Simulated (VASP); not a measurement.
# AlSbSe3 (P6_3/mmc) in VASP: notebook

The runs below take AlSbSe3 through single point, relaxation of cell and atoms, with PBE.

Program: VASP 6.6.1. These are calculated values, not measurements. Logs are shortened: lines on timing, memory, paths and dates and some standing lists are left out, and cuts for length are marked.

## 1. The cell of the first run

The structure is hexagonal, space group P6_3/mmc (No. 194). The conventional cell has a = 6.825 Å, b = 6.825 Å, c = 6.803 Å, α = 90.00°, β = 90.00°, γ = 120.00°. Within 4.5 Å of Al (site symmetry -6m2) lie 12 Se at 3.42 to 3.83 Å and 6 Sb at 4.29 Å. Within 3.6 Å of Sb (site symmetry -3m) lie 6 Se at 2.77 Å and 2 Sb at 3.40 Å. Se (site symmetry mm2) has 2 Sb at 2.77 Å and 2 Se at 3.05 Å and 2 Al at 3.42 Å within 3.6 Å.

## 2. Single point, PBE

Input file INCAR:

```
SYSTEM = AlSbSe3
ALGO = Normal
EDIFF = 1E-7
ENCUT = 520
GGA = PE
ISIF = 2
ISMEAR = 0
LASPH = .TRUE.
LCHARG = .TRUE.
LELF = .TRUE.
LREAL = .FALSE.
LVHAR = .TRUE.
LWAVE = .FALSE.
NBANDS = 37
NELM = 80
PREC = Accurate
SIGMA = 0.1
```

Input file KPOINTS:

```
k-points
0
G
  3 3 4
  0 0 0
```

Input file POSCAR:

```
AlSbSe3
1.0
    6.8251389217      0.0000000000      0.0000000000
   -3.4125694609      5.9107436906      0.0000000000
    0.0000000000      0.0000000000      6.8032140671
Al Sb Se
2 2 6
Direct
    0.3333333333      0.6666666667      0.7500000000
    0.6666666667      0.3333333333      0.2500000000
    0.0000000000      0.0000000000      0.5000000000
    0.0000000000      0.0000000000      0.0000000000
    0.1845016001      0.3690032001      0.2500000000
    0.8154983999      0.1845016001      0.7500000000
    0.8154983999      0.6309967999      0.7500000000
    0.1845016001      0.8154983999      0.2500000000
    0.6309967999      0.8154983999      0.2500000000
    0.3690032001      0.1845016001      0.7500000000
```

Potentials or basis: VASP PAW PBE potentials, release 64 (Al, Sb, Se).

The run is started by

```console
$ cat potpaw_PBE.64/Al/POTCAR potpaw_PBE.64/Sb/POTCAR potpaw_PBE.64/Se/POTCAR > POTCAR
$ mpirun -np 1 vasp_std > vasp.out
```

OUTCAR:

```text
SYSTEM = AlSbSe3
   EDIFF = 1E-7
   ENCUT = 520
   GGA = PE
   ISIF = 2
   ISMEAR = 0
   LASPH = .TRUE.
   LREAL = .FALSE.
   NELM = 80
   PREC = Accurate

 ion  position               nearest neighbor table
   1  0.333  0.667  0.750-
   2  0.667  0.333  0.250-
   3  0.000  0.000  0.500-   9 2.77  10 2.77   5 2.77   7 2.77   6 2.77   8 2.77   4 3.40   4 3.40

   4  0.000  0.000  0.000-   9 2.77  10 2.77   5 2.77   7 2.77   6 2.77   8 2.77   3 3.40   3 3.40

   5  0.185  0.369  0.250-   3 2.77   4 2.77
   6  0.815  0.185  0.750-   3 2.77   4 2.77
   7  0.815  0.631  0.750-   3 2.77   4 2.77
   8  0.185  0.815  0.250-   3 2.77   4 2.77
   9  0.631  0.815  0.250-   3 2.77   4 2.77
  10  0.369  0.185  0.750-   3 2.77   4 2.77

  LATTYP: Found a hexagonal cell.
 ALAT       =     6.8251389217
 C/A-ratio  =     0.9967876325

  Lattice vectors:

 A1 = (   6.8251389217,   0.0000000000,   0.0000000000)
 A2 = (  -3.4125694609,   5.9107436906,   0.0000000000)
 A3 = (   0.0000000000,   0.0000000000,   6.8032140671)

Analysis of symmetry for initial positions (statically):
=====================================================================
 Subroutine PRICEL returns:
 Original cell was already a primitive cell.

 Routine SETGRP: Setting up the symmetry group for a
 hexagonal supercell.

 Subroutine GETGRP returns: Found 24 space group operations
 (whereof 12 operations were pure point group operations)
 out of a pool of 24 trial point group operations.

The static configuration has the point symmetry D_3d.
 The point group associated with its full space group is D_6h.

Analysis of symmetry for dynamics (positions and initial velocities):
=====================================================================
 Subroutine PRICEL returns:
 Original cell was already a primitive cell.

 Routine SETGRP: Setting up the symmetry group for a
 hexagonal supercell.

 Subroutine GETGRP returns: Found 24 space group operations
 (whereof 12 operations were pure point group operations)
 out of a pool of 24 trial point group operations.

The dynamic configuration has the point symmetry D_3d.
 The point group associated with its full space group is D_6h.

 Subroutine INISYM returns: Found 24 space group operations
 (whereof 12 operations are pure point group operations),
 and found     1 'primitive' translations

----------------------------------------------------------------------------------------

                                     Primitive cell

  volume of cell :     274.4529
[... 99 lines left out ...]
   PSTRESS=    0.0 pullay stress
   NELECT =      52.0000    total number of electrons
   NUPDOWN=      -1.0000    fix difference up-down
   EMIN   =  10.00;   EMAX   =-10.00  energy-range for DOS
   EFERMI =   0.00;   METHOD = LEGACY
   ISMEAR =     0;   SIGMA  =   0.10  broadening in eV -4-tet -1-fermi 0-gaus
   EFERMI_NEDOS =   21; number of points for ismear=-14 and -15
   IALGO  =     38    algorithm
   IMIX   =      4    mixing-type and parameters
     AMIX     =   0.40;   BMIX     =  1.00
     AMIX_MAG =   1.60;   BMIX_MAG =  1.00
  volume/ion in A,a.u.               =      27.45       185.21
  Fermi-wavevector in a.u.,A,eV,Ry     =   0.940272  1.776856 12.029058  0.884111
  Thomas-Fermi vector in A             =   2.067667
   LORBIT       =      0    0 simple, 1 ext, 2 COOP (PROOUT), +10 PAW based schemes
   GGA     = PE    functional components
   LHFCALC =     F    Hartree Fock is set to
   AEXX    =    0.0000 exact exchange contribution
   IVDW    =     0    specifies the selected vdW correction
   LEPSILON=     F    determine dielectric tensor
   LRPA    =     F    only Hartree local field effects (RPA)
 non-spin polarized calculation
 Gauss-broadening in eV      SIGMA  =   0.10
  energy-cutoff  :      520.00
  volume of cell :      274.45
 maximum number of plane-waves:      7399
 NGX is ok and might be reduce to    54
   NGX = 25   NGY = 25   NGZ = 25

 number of electron      51.9999998 magnetization

 Free energy of the ion-electron system (eV)
  ---------------------------------------------------
  ext. energy  EPLUGINS =         0.00000000
  ---------------------------------------------------
  free energy    TOTEN  =       -35.04079222 eV

  energy without entropy =      -35.01064535  energy(sigma->0) =      -35.02571878

 E-fermi :   3.6868     XC(G=0):  -9.0196

 val. band max:        3.6607327349   @ k =   0.0000   0.0000   0.2500
 cond. band min:       3.7137241170   @ k =   0.0000   0.0000   0.2500
 fundamental gap:      0.0529913820
 Fermi energy:         3.6867718207

 k-point     1 :       0.0000    0.0000    0.0000
  band No.  band energies     occupation
      1     -10.5784      2.00000
      2      -9.4635      2.00000
      3      -8.5387      2.00000
      4      -8.5387      2.00000
      5      -8.1486      2.00000
      6      -8.1486      2.00000
[... 349 lines left out ...]
     36       7.0531      0.00000
     37       7.8520      0.00000

------------------------ aborting loop because EDIFF is reached ----------------------------------------

  FORCE on cell =-STRESS in cart. coord.  units (eV):
  Direction    XX          YY          ZZ          XY          YZ          ZX
  --------------------------------------------------------------------------------------
  -------------------------------------------------------------------------------------
  Total       -0.0872647     -0.0872647      0.0000819      0.0000000      0.0000000      0.0000000
  in kB       -0.5094265     -0.5094265      0.0004784      0.0000000      0.0000000      0.0000000
  external PRESSURE =      -0.3394582 kB  Pullay stress =       0.0000000 kB

 VOLUME and BASIS-vectors are now :
 -----------------------------------------------------------------------------
  energy-cutoff  :      520.00
  volume of cell :      274.45
      direct lattice vectors                 reciprocal lattice vectors
     6.825138922  0.000000000  0.000000000     0.146517164  0.084591724  0.000000000
    -3.412569461  5.910743691  0.000000000     0.000000000  0.169183448  0.000000000
     0.000000000  0.000000000  6.803214067     0.000000000  0.000000000  0.146989348

 POSITION                                       TOTAL-FORCE (eV/Angst)
 -----------------------------------------------------------------------------------
     -0.00000      3.94050      5.10241        -0.000000      0.000000      0.000000
      3.41257      1.97025      1.70080        -0.000000     -0.000000      0.000000
      0.00000      0.00000      3.40161        -0.000000      0.000000      0.000000
      0.00000      0.00000      0.00000        -0.000000      0.000000      0.000000
      0.00000      2.18108      1.70080         0.000000     -0.038139      0.000000
      4.93627      1.09054      5.10241         0.033030     -0.019070      0.000000
      3.41257      3.72966      5.10241        -0.000000      0.038139     -0.000000
     -1.52370      4.82020      1.70080        -0.033030      0.019070     -0.000000
      1.52370      4.82020      1.70080         0.033030      0.019070      0.000000
      1.88887      1.09054      5.10241        -0.033030     -0.019070     -0.000000
 -----------------------------------------------------------------------------------
    total drift:                               -0.000000      0.000000      0.000000

  FREE ENERGIE OF THE ION-ELECTRON SYSTEM (eV)
  ---------------------------------------------------
  free  energy   TOTEN  =       -35.0407922160 eV

  energy  without entropy=      -35.0106453527  energy(sigma->0) =      -35.02571878
```

Wall time 2.8 min (1 thread of Intel Xeon Platinum 8259CL at 2.50GHz (Skylake/Cascade Lake), shared host); peak memory 0.44 GiB.

Results:

| Item | Value |
| --- | --- |
| Free energy | -35.0408 eV |
| Pressure | 0.0 GPa |
| Largest force | 0.038 eV/Å |
| Band gap on the k mesh | zero (bands 26 and 27 overlap by 0.43 eV) |

Forces in eV/Å, atoms in the order of the input:
```
Al   0.000  0.000  0.000
Al   0.000  0.000  0.000
Sb   0.000  0.000  0.000
Sb   0.000  0.000  0.000
Se   0.000 -0.038  0.000
Se   0.033 -0.019  0.000
Se   0.000  0.038  0.000
Se  -0.033  0.019  0.000
Se   0.033  0.019  0.000
Se  -0.033 -0.019  0.000
```

Caveat: spin-orbit coupling is left out, which moves the levels of the heavy elements.

## 3. Relaxation of cell and atoms, PBE

This run uses another cell than the first one, of 24.65 Å³/atom.

Input file INCAR:

```
PREC = Accurate ; ENCUT = 600
EDIFF = 1E-6 ; ISMEAR = 0
SIGMA = 0.1 ; LREAL = False
LASPH = True ; NELM = 60
ALGO = Normal ; ISIF = 3
LWAVE = False ; LCHARG = False
GGA = PE ; IBRION = 2
NSW = 90 ; EDIFFG = -0.04
```

Input file KPOINTS:

```
Automatic mesh
0
Gamma
  3 3 4
```

Input file POSCAR:

```
AlSbSe3
1.0
    6.9323833783      0.0000000000      0.0000000000
   -3.4661916892      6.0036201144      0.0000000000
    0.0000000000      0.0000000000      5.9226934369
Al Sb Se
2 2 6
Direct
    0.3333333333      0.6666666667      0.7500000000
    0.6666666667      0.3333333333      0.2500000000
    0.0000000000      0.0000000000      0.5000000000
    0.0000000000      0.0000000000      0.0000000000
    0.1460000000      0.2919999999      0.2500000000
    0.8540000000      0.1460000000      0.7500000000
    0.8540000000      0.7080000001      0.7500000000
    0.1460000000      0.8540000000      0.2500000000
    0.7080000001      0.8540000000      0.2500000000
    0.2919999999      0.1460000000      0.7500000000
```

Potentials or basis: VASP PAW PBE potentials, release 64 (Al, Sb, Se).

The run is started by

```console
$ cat potpaw_PBE.64/Al/POTCAR potpaw_PBE.64/Sb/POTCAR potpaw_PBE.64/Se/POTCAR > POTCAR
$ mpirun -np 1 vasp_std > vasp.out
```

Wall time 27 min (1 thread of Intel Xeon Platinum 8259CL at 2.50GHz (Skylake/Cascade Lake), shared host); peak memory 0.46 GiB.

It converged, with:

| Property | Result |
| --- | --- |
| Free energy | -35.0401 eV |
| Relaxed volume | 27.50 Å³/atom |
| Relaxed cell | a = 6.824 Å, b = 6.824 Å, c = 6.819 Å, α = 90.00°, β = 90.00°, γ = 120.00° |
| Space group after relaxing (to 0.1 Å) | P6_3/mmc (No. 194) |
| Energy gained by relaxing | 1246.9 meV/atom |
| Ionic steps | 19 |
| Pressure after relaxing | 0.0 GPa |
| Largest force after relaxing | 0.029 eV/Å |
| Band gap on the k mesh | zero (bands 26 and 27 overlap by 0.40 eV) |

Forces on the atoms (eV/Å):
```
Al   0.000  0.000  0.000
Al   0.000  0.000  0.000
Sb   0.000  0.000  0.000
Sb   0.000  0.000  0.000
Se   0.000  0.029  0.000
Se  -0.025  0.015  0.000
Se   0.000 -0.029  0.000
Se   0.025 -0.015  0.000
Se  -0.025 -0.015  0.000
Se   0.025  0.015  0.000
```

Stress tensor (GPa, compression positive):
```
 0.06  0.00  0.00
 0.00  0.06  0.00
 0.00  0.00 -0.05
```

Step by step:
```csv
step,energy change (eV),largest force (eV/Å),pressure (GPa),volume (Å³)
1,0.0000,10.4195,38.03,246.50
2,-2.7880,1.0528,-6.34,518.81
3,-11.3548,0.4674,-3.71,340.84
4,-11.5653,0.2418,-2.81,331.91
5,-11.7100,0.4202,-0.28,314.31
6,-11.7168,0.2706,-0.85,317.56
7,-11.7158,0.3396,-0.59,316.02
8,-11.8632,0.4507,-0.44,310.68
9,-11.9902,0.7249,0.15,299.94
10,-12.1208,0.5587,-0.36,297.43
11,-12.3713,0.1368,-1.39,289.85
12,-11.5465,1.4942,0.43,274.44
13,-12.3963,0.0887,-1.37,288.11
14,-12.3755,0.3749,-1.52,283.53
15,-12.4110,0.0202,-1.44,286.65
16,-12.4242,0.1446,0.97,268.05
17,-12.4584,0.0602,-0.21,276.18
18,-12.4684,0.0101,-0.04,275.27
19,-12.4691,0.0293,0.02,274.99
```

Final structure:
```
Al Sb Se
1.0
     6.82366    0.00000    0.00000
    -3.41183    5.90946    0.00000
     0.00000    0.00000    6.81941
Al Sb Se
2 2 6
Direct
  0.33333 0.66667 0.75000
  0.66667 0.33333 0.25000
  0.00000 0.00000 0.50000
  0.00000 0.00000 0.00000
  0.18376 0.36752 0.25000
  0.81624 0.18376 0.75000
  0.81624 0.63248 0.75000
  0.18376 0.81624 0.25000
  0.63248 0.81624 0.25000
  0.36752 0.18376 0.75000
```

Levels at points of the mesh, in eV from the Fermi level:
```
           k point  band 23  band 24  band 25  band 26  band 27  band 28  band 29  band 30
(0.00, 0.00, 0.00)    -0.63    -0.63    -0.11     0.19     0.19     0.50     1.73     2.20
(0.00, 0.00, 0.50)    -0.34    -0.34    -0.21    -0.21     0.17     0.17     1.94     1.94
```

Caveat: a cell axis changed by over 15 % at a fixed basis, so the end point is rough; spin-orbit coupling is left out, which moves the levels of the heavy elements.
